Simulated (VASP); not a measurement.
Here is a VASP 6.6.1 calculation.

Contents of INCAR:

```
ALGO = Normal
EDIFF = 1E-6
EDIFFG = -0.005
ENCUT = 600
GGA = PE
IBRION = 2
ISIF = 3
ISMEAR = 0
IVDW = 12
LASPH = True
LCHARG = False
LREAL = False
LWAVE = False
NELM = 80
NSW = 70
PREC = Accurate
SIGMA = 0.02
```

File KPOINTS:

```
k-points
0
Gamma
  6 6 4
```

File POSCAR:

```
HfO2
1.0
    3.6043047991      0.0000000000      0.0000000000
    0.0000000000      3.6043047991      0.0000000000
    0.0000000000      0.0000000000      5.2639673039
Hf O
2 4
Direct
    0.5000000000      0.5000000000      0.5000000000
    0.0000000000      0.0000000000      0.0000000000
    0.0000000000      0.5000000000      0.6932520932
    0.5000000000      0.0000000000      0.8067479068
    0.5000000000      0.0000000000      0.3067479068
    0.0000000000      0.5000000000      0.1932520932
```

Potentials or basis: VASP PAW PBE potentials, release 64 (Hf_pv, O).

Run with:

```sh
$ cat potpaw_PBE.64/Hf_pv/POTCAR potpaw_PBE.64/O/POTCAR > POTCAR
$ mpirun -np 1 vasp_std > vasp.out
```

**Question.** Predict the band gap on the k mesh.

**Answer.** 4.69 eV, indirect (least direct gap 4.77 eV).

**Question.** What does it give for the relaxed volume?

**Answer.** 10.99 Å³/atom.

**Question.** Estimate the space group after relaxing (to 0.05 Å).

**Answer.** P4_2/nmc (No. 137).

**Question.** What does it give for the relaxed cell?

**Answer.** a = 3.570 Å, b = 3.570 Å, c = 5.175 Å, α = 90.00°, β = 90.00°, γ = 90.00°.

Forces in eV/Å, atoms in the order of the input:
```
Hf   0.000  0.000  0.000
Hf   0.000  0.000  0.000
O    0.000  0.000  0.004
O    0.000  0.000 -0.004
O    0.000  0.000 -0.004
O    0.000  0.000  0.004
```

Caveat: spin-orbit coupling is left out, which moves the levels of the heavy elements. A k mesh can miss the band edges.
